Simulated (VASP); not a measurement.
Input of a VASP 6.6.1 run:

Contents of POSCAR:

```
Sc
1.0
    0.0000000000      2.4665502751      1.9239092146
    2.4665502751      0.0000000000      1.9239092146
    2.4665502751      2.4665502751      0.0000000000
Sc
1
Direct
    0.0000000000      0.0000000000      0.0000000000
```

Contents of INCAR.step1:

```
SYSTEM = Sc
  ALGO = Normal
  EDIFF = 1E-4
  ENCUT = 520
  GGA = PE
  ISMEAR = 0
  LASPH = .TRUE.
  LCHARG = .FALSE.
  LREAL = .FALSE.
  LWAVE = .TRUE.
  NBANDS = 12
  NELM = 60
  PREC = Accurate
  SIGMA = 0.15
```

The input INCAR.step2:

```
SYSTEM = Sc
  ALGO = Normal
  EDIFF = 1E-6
  ENCUT = 520
  ISIF = 2
  ISMEAR = 0
  ISTART = 1
  LASPH = .TRUE.
  LCHARG = .TRUE.
  LELF = .TRUE.
  LMIXTAU = .TRUE.
  LREAL = .FALSE.
  LVHAR = .TRUE.
  LWAVE = .FALSE.
  METAGGA = R2SCAN
  NBANDS = 12
  NELM = 60
  PREC = Accurate
  SIGMA = 0.15
```

KPOINTS

```
k-points
0
G
  20 20 20
  0 0 0
```

Potentials or basis: VASP PAW PBE potentials, release 64 (Sc_sv).

Run with:

```console
$ cat potpaw_PBE.64/Sc_sv/POTCAR > POTCAR
$ cp INCAR.step1 INCAR
$ mpirun -np 1 vasp_std > vasp.out
$ cp INCAR.step2 INCAR
$ mpirun -np 1 vasp_std > vasp.out
```

(1) Predict the pressure.

(2) Estimate the band gap on the k mesh.

Results:

(1) 4.4 GPa.

(2) zero (an odd number of electrons rules out a gap without spin polarisation).

Caveat: the cell stands under pressure; the PAW data sets were made with another functional, which shifts forces and pressure a little.
